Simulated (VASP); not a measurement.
# Cu (I4/mmm) in VASP: a series of runs, part 2 of 2

VASP 6.6.1. Earlier steps stand in the parts before.

### Step 4. Single point, PBE

This run uses another cell than the first one, of 12.17 Å³/atom, 1.015 times its volume.

The input, INCAR:

```
ALGO     = Normal         # electronic algorithm
EDIFF    = 1E-6           # SCF threshold, eV
ENCUT    = 520            # plane-wave cutoff, eV
GGA      = PE             # functional
ISIF     = 2              # what is computed and relaxed
ISMEAR   = 0              # smearing method
LASPH    = True           # aspherical terms in the spheres
LCHARG   = True           # write CHGCAR
LELF     = True           # ELF
LREAL    = False          # projectors in reciprocal space
LVHAR    = True         
LWAVE    = False          # write WAVECAR
NBANDS   = 12             # bands
NELM     = 60             # most SCF steps
PREC     = Accurate       # precision mode
SIGMA    = 0.15           # smearing width, eV
```

The input, KPOINTS:

```
k-points
0
Gamma
  22 22 22
```

The input, POSCAR:

```
Cu
1.0
   -1.5223500000      1.5223500000      1.3129000000
    1.5223500000     -1.5223500000      1.3129000000
    1.5223500000      1.5223500000     -1.3129000000
Cu
1
Direct
    0.0000000000      0.0000000000      0.0000000000
```

Potentials or basis: VASP PAW PBE potentials, release 64 (Cu).

Started as:

```sh
> cat potpaw_PBE.64/Cu/POTCAR > POTCAR
> mpirun -np 1 vasp_std > vasp.out
```

OUTCAR:

```text
EDIFF = 1E-6
   ENCUT = 520
   GGA = PE
   ISIF = 2
   ISMEAR = 0
   LASPH = True
   LREAL = False
   NELM = 60
   PREC = Accurate

 ion  position               nearest neighbor table
   1  0.000  0.000  0.000-

  LATTYP: Found a body centered tetragonal cell.
 ALAT       =     3.0447000000
 C/A-ratio  =     0.8624166585

  Lattice vectors:

 A1 = (  -1.5223500000,   1.5223500000,   1.3129000000)
 A2 = (   1.5223500000,  -1.5223500000,   1.3129000000)
 A3 = (   1.5223500000,   1.5223500000,  -1.3129000000)

Analysis of symmetry for initial positions (statically):
=====================================================================
 Subroutine PRICEL returns:
 Original cell was already a primitive cell.

 Routine SETGRP: Setting up the symmetry group for a
 body centered tetragonal supercell.

 Subroutine GETGRP returns: Found 16 space group operations
 (whereof 16 operations were pure point group operations)
 out of a pool of 16 trial point group operations.

The static configuration has the point symmetry D_4h.

Analysis of symmetry for dynamics (positions and initial velocities):
=====================================================================
 Subroutine PRICEL returns:
 Original cell was already a primitive cell.

 Routine SETGRP: Setting up the symmetry group for a
 body centered tetragonal supercell.

 Subroutine GETGRP returns: Found 16 space group operations
 (whereof 16 operations were pure point group operations)
 out of a pool of 16 trial point group operations.

The dynamic configuration has the point symmetry D_4h.

 Subroutine INISYM returns: Found 16 space group operations
 (whereof 16 operations are pure point group operations),
 and found     1 'primitive' translations

----------------------------------------------------------------------------------------

                                     Primitive cell

  volume of cell :      12.1708

  direct lattice vectors                    reciprocal lattice vectors
    -1.522350000  1.522350000  1.312900000     0.000000000  0.328439584  0.380836317
     1.522350000 -1.522350000  1.312900000     0.328439584  0.000000000  0.380836317
     1.522350000  1.522350000 -1.312900000     0.328439584  0.328439584  0.000000000

  length of vectors
     2.521667198  2.521667198  2.521667198     0.502900447  0.502900447  0.464483713

  position of ions in fractional coordinates (direct lattice)
     0.000000000  0.000000000  0.000000000

  ion indices of the primitive-cell ions
   primitive index   ion index
                 1           1

----------------------------------------------------------------------------------------

 KPOINTS: k-points

Automatic generation of k-mesh.
 Grid dimensions read from file:
 generate k-points for:   22   22   22

 Generating k-lattice:

  Cartesian coordinates                     Fractional coordinates (reciprocal lattice)
     0.000000000  0.014929072  0.017310742     0.045454545  0.000000000  0.000000000
     0.014929072  0.000000000  0.017310742     0.000000000  0.045454545  0.000000000
     0.014929072  0.014929072  0.000000000     0.000000000  0.000000000  0.045454545

  Length of vectors
     0.022859111  0.022859111  0.021112896

  Shift w.r.t. Gamma in fractional coordinates (k-lattice)
     0.000000000  0.000000000  0.000000000

 Subroutine IBZKPT returns following result:
 ===========================================

 Found    834 irreducible k-points:

 Following reciprocal coordinates:
            Coordinates               Weight
  0.000000  0.000000  0.000000      1.000000
  0.045455  0.000000  0.000000      8.000000
  0.090909  0.000000  0.000000      8.000000
  0.136364  0.000000  0.000000      8.000000
  0.181818  0.000000  0.000000      8.000000
  0.227273  0.000000 -0.000000      8.000000
[... 16 lines left out ...]
  0.500000  0.045455 -0.000000     16.000000
 -0.454545  0.045455  0.000000     16.000000
 [... further k-points ...]
   k-points           NKPTS =    834   k-points in BZ     NKDIM =    834   number of bands    NBANDS=     12
   number of dos      NEDOS =    301   number of ions     NIONS =      1
   total plane-waves  NPLWV =   8000
   dimension x,y,z NGX =    20 NGY =   20 NGZ =   20
   dimension x,y,z NGXF=    40 NGYF=   40 NGZF=   40
   ions per type =               1
   NGX,Y,Z   is equivalent  to a cutoff of  13.19, 13.19, 13.19 a.u.
   NGXF,Y,Z  is equivalent  to a cutoff of  26.37, 26.37, 26.37 a.u.
 SYSTEM =  unknown system
   PREC   = accura    normal or accurate (medium, high low for compatibility)
   ISTART =      0    job   : 0-new  1-cont  2-samecut
   ICHARG =      2    charge: 1-file 2-atom 10-const
   ISPIN  =      1    spin polarized calculation?
   LNONCOLLINEAR =      F non collinear calculations
   LSORBIT =      F    spin-orbit coupling
   LASPH  =      T    aspherical Exc in radial PAW
   ENCUT  =  520.0 eV  38.22 Ry    6.18 a.u.   4.69  4.69  4.69*2*pi/ulx,y,z
   NELM   =     60;   NELMIN=  2; NELMDL= -5     # of ELM steps
   EDIFF  = 0.1E-05   stopping-criterion for ELM
   LREAL  =      F    real-space projection
   EDIFFG = 0.1E-04   stopping-criterion for IOM
   NSW    =      0    number of steps for IOM
   IBRION =     -1    ionic relax: 0-MD 1-quasi-New 2-CG
   NFREE  =      0    steps in history (QN), initial steepest desc. (CG)
   ISIF   =      2    stress and relaxation
   ISYM   =      2    0-nonsym 1-usesym 2-fastsym
   POTIM  = 0.5000    time-step for ionic-motion
   TEBEG  =    0.0;   TEEND  =   0.0 temperature during run
   PSTRESS=    0.0 pullay stress
   NELECT =      11.0000    total number of electrons
   NUPDOWN=      -1.0000    fix difference up-down
   EMIN   =  10.00;   EMAX   =-10.00  energy-range for DOS
   EFERMI =   0.00;   METHOD = LEGACY
   ISMEAR =     0;   SIGMA  =   0.15  broadening in eV -4-tet -1-fermi 0-gaus
   EFERMI_NEDOS =   21; number of points for ismear=-14 and -15
   IALGO  =     38    algorithm
   IMIX   =      4    mixing-type and parameters
     AMIX     =   0.40;   BMIX     =  1.00
     AMIX_MAG =   1.60;   BMIX_MAG =  1.00
  volume/ion in A,a.u.               =      12.17        82.13
  Fermi-wavevector in a.u.,A,eV,Ry     =   1.582822  2.991101 34.087037  2.505327
  Thomas-Fermi vector in A             =   2.682687
   LORBIT       =      0    0 simple, 1 ext, 2 COOP (PROOUT), +10 PAW based schemes
   GGA     = PE    functional components
   LHFCALC =     F    Hartree Fock is set to
   AEXX    =    0.0000 exact exchange contribution
   IVDW    =     0    specifies the selected vdW correction
   LEPSILON=     F    determine dielectric tensor
   LRPA    =     F    only Hartree local field effects (RPA)
 non-spin polarized calculation
 Gauss-broadening in eV      SIGMA  =   0.15
  energy-cutoff  :      520.00
  volume of cell :       12.17
 maximum number of plane-waves:       349
   NGX =  9   NGY =  9   NGZ =  9

 number of electron      10.9999997 magnetization

 Free energy of the ion-electron system (eV)
  ---------------------------------------------------
  ext. energy  EPLUGINS =         0.00000000
  ---------------------------------------------------
  free energy    TOTEN  =        -3.68889970 eV

  energy without entropy =       -3.68427881  energy(sigma->0) =       -3.68658926

 E-fermi :   7.2356     XC(G=0): -12.5492

 val. band max:        7.2325018494   @ k =   0.4091   0.0455   0.0455
 cond. band min:       7.2364890491   @ k =   0.5000   0.2273   0.0455
 fundamental gap:      0.0039871997
 Fermi energy:         7.2356250883

 k-point     1 :       0.0000    0.0000    0.0000
  band No.  band energies     occupation
      1      -1.9009      2.00000
      2       3.8735      2.00000
      3       4.4630      2.00000
      4       4.4631      2.00000
      5       4.7568      2.00000
      6       5.3947      2.00000
      7      29.7610      0.00000
      8      29.7610      0.00000
      9      33.3739      0.00000
     10      34.1494      0.00000
     11      34.6248      0.00000
     12      35.4794      0.00000
[... 331 lines left out ...]
 k-point    24 :      -0.4545    0.0455    0.0000
  band No.  band energies     occupation
      1       2.3754      2.00000
      2       3.3916      2.00000
      3       5.0992      2.00000
      4       5.3935      2.00000
      5       5.6175      2.00000
      6       6.4819      2.00000
      7      13.5440      0.00000
      8      22.4865      0.00000
      9      23.6563      0.00000
     10      27.8945      0.00000
     11      30.6492      0.00000
     12      39.2989      0.00000

 [... further k-points ...]
[... 5 lines left out ...]
  --------------------------------------------------------------------------------------
  -------------------------------------------------------------------------------------
  Total       -0.1120005     -0.1120005      0.0859534      0.0000000      0.0000000      0.0000000
  in kB      -14.7438153    -14.7438153     11.3149607      0.0000000      0.0000000      0.0000000
  external PRESSURE =      -6.0575566 kB  Pullay stress =       0.0000000 kB

 VOLUME and BASIS-vectors are now :
 -----------------------------------------------------------------------------
  energy-cutoff  :      520.00
  volume of cell :       12.17
      direct lattice vectors                 reciprocal lattice vectors
    -1.522350000  1.522350000  1.312900000     0.000000000  0.328439584  0.380836317
     1.522350000 -1.522350000  1.312900000     0.328439584  0.000000000  0.380836317
     1.522350000  1.522350000 -1.312900000     0.328439584  0.328439584  0.000000000

 POSITION                                       TOTAL-FORCE (eV/Angst)
 -----------------------------------------------------------------------------------
      0.00000      0.00000      0.00000         0.000000      0.000000     -0.000000
 -----------------------------------------------------------------------------------
    total drift:                                0.000000      0.000000      0.000000

  FREE ENERGIE OF THE ION-ELECTRON SYSTEM (eV)
  ---------------------------------------------------
  free  energy   TOTEN  =        -3.6888997029 eV

  energy  without entropy=       -3.6842788081  energy(sigma->0) =       -3.68658926
```

Wall time 76 s (1 thread of Intel Xeon 6975P-C (Granite Rapids), shared host); peak memory 0.23 GiB.

What came out:

```yaml
Free_energy: -3.6889 eV
Pressure: -0.6 GPa
```

Stress tensor (GPa, compression positive):
```
-1.47  0.00  0.00
 0.00 -1.47  0.00
 0.00  0.00  1.13
```

Levels at points of the mesh, in eV from the Fermi level:
```tsv
k point	band 2	band 3	band 4	band 5	band 6	band 7	band 8	band 9	band 10	band 11
(0.00, 0.00, 0.00)	-3.36	-2.77	-2.77	-2.48	-1.84	22.53	22.53	26.14	26.91	27.39
(0.50, 0.00, 0.00)	-3.89	-2.15	-1.65	-1.40	-0.07	4.83	15.99	16.13	20.00	22.72
(0.50, 0.50, 0.00)	-3.20	-2.55	-2.11	-1.43	-1.19	3.19	20.09	20.37	23.68	26.12
(0.50, 0.50, 0.50)	-4.46	-1.57	-1.57	-1.43	6.34	6.34	11.99	12.07	12.37	18.08
```

### Step 5. Overview

| cell | gap on the mesh (eV) | pressure (GPa) |
| --- | --- | --- |
| a = 2.504 Å, angles 106.5, 106.5, 115.5°, 1 atom | none | 1.1 |
| a = 2.517 Å, angles 107.0, 107.0, 114.6°, 1 atom | none | -1.3 |
| a = 2.522 Å, angles 105.7, 105.7, 117.2°, 1 atom | none | -0.6 |

Alike in all rows: task single point; level PBE; potentials or basis VASP PAW PBE potentials, release 64 (Cu); no spin polarisation; k mesh 22 × 22 × 22; cutoff (eV) 520; smearing gaussian 0.15 eV.

Absolute energies hang on the potentials; compare differences alone.
